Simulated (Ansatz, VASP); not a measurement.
GaP in VASP and in Ansatz

```
CELL_PARAMETERS angstrom
0.00000 2.72525 2.52086
2.72525 0.00000 2.52086
2.72525 2.72525 0.00000
ATOMIC_POSITIONS crystal
Ga 0.00000 0.00000 0.00000
P 0.75000 0.75000 0.75000
```

Change from the starting cell: strain -0.0750 x Voigt [0, 0, 1, 0, 0, 0], atoms carried along.

Alike in both runs: task single point; functional r2SCAN; k mesh 8 × 8 × 8; occupations gaussian, width 0.05 eV; no spin polarisation.

|  | VASP | Ansatz |
| --- | --- | --- |
| version | VASP 6.6.1 | Ansatz 0.2.0 |
| potentials or method | VASP PAW PBE potentials, release 64 (Ga_d, P), cutoff 520 eV | scalar-relativistic, plane waves, PAW |
| valence electrons in the cell | 18 | 18 |

VASP gave:

* gap on the k mesh at the Fermi level (eV): 0.98
* least direct gap on the mesh (eV): 2.72
* pressure (GPa): 7.9
* traceless stress, the component that is largest in VASP (GPa): 3.63

Which values does Ansatz return?

gap on the k mesh at the Fermi level (eV): 0.97; least direct gap on the mesh (eV): 2.74; pressure (GPa): 8.0; traceless stress, the component that is largest in VASP (GPa): 3.62.

VASP's potentials were made for PBE, not for r2SCAN. With one functional, cell and mesh, what is left measures potentials, basis and numerics.
